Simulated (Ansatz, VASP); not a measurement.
ReS: VASP beside Ansatz

The input INCAR:

```
SYSTEM = ReS
ALGO = Normal ; EDIFF = 1E-6
ENCUT = 520 ; GGA = PS
ISIF = 2 ; ISMEAR = 0
ISPIN = 2 ; LASPH = .True.
LCHARG = .False. ; LMAXMIX = 4
LORBIT = 11 ; LREAL = .False.
LWAVE = .False. ; MAGMOM = 3.5 0
NBANDS = 18 ; NELM = 150
PREC = Accurate ; SIGMA = 0.1
```

KPOINTS

```
k-points
0
Gamma
  14 14 14
  0 0 0
```

File POSCAR:

```
ReS
1.0
    0.0000000000      2.5267793665      2.5267793665
    2.5267793665      0.0000000000      2.5267793665
    2.5267793665      2.5267793665      0.0000000000
Re S
1 1
Direct
    0.0000000000      0.0000000000      0.0000000000
    0.5000000000      0.5000000000      0.5000000000
```

Input for Ansatz:

```yaml
crystal:
  lattice:
    - [0.0, 2.5267793665, 2.5267793665]
    - [2.5267793665, 0.0, 2.5267793665]
    - [2.5267793665, 2.5267793665, 0.0]
  atoms:
    - { symbol: Re, position: [0.0, 0.0, 0.0], spin: 3.5 }
    - { symbol: S, position: [0.5, 0.5, 0.5] }
basis:
  ecutwfc: 420
kpoints:
  mp_grid: { grid: [14, 14, 14] }
hamiltonian:
  xc: pbesol
scf:
  occupations: { method: gaussian, width: 0.1 }
  lower_state_search: "off"
output:
  forces: true
  stress: true
  eigenvalues: true
  populations: true
magnetization:
  spin_polarized: true
```

Alike in both runs: task single point; functional PBEsol; k mesh 14 × 14 × 14; occupations gaussian, width 0.1 eV; collinear spin.

|  | VASP | Ansatz |
| --- | --- | --- |
| version | VASP 6.6.1 | Ansatz 0.2.0 |
| potentials or method | VASP PAW PBE potentials, release 64 (Re, S), cutoff 520 eV | scalar-relativistic, plane waves, PAW |
| valence electrons in the cell | 13 | 21 |

|  | VASP | Ansatz | Ansatz less VASP |
| --- | --- | --- | --- |
| gap on the k mesh at the Fermi level (eV) | none | none | - |
| pressure (GPa) | -15.1 | -16.1 | -0.99 |
| net moment per atom (μB) | 0.73 | 0.71 | -0.013 |
| size of the moment on the site where the two differ most (μB) | 1.36 | 1.05 | -0.306 |

VASP's potentials were made for PBE, not for PBEsol. Site moments also hang on the region over which each program counts them. A gap of «none» marks a metal or a gap that the smearing closes. VASP's potentials hold 13 valence electrons a cell and Ansatz's 21, so a difference there can come from the potentials and not from the codes.

Spin-orbit coupling is off throughout.
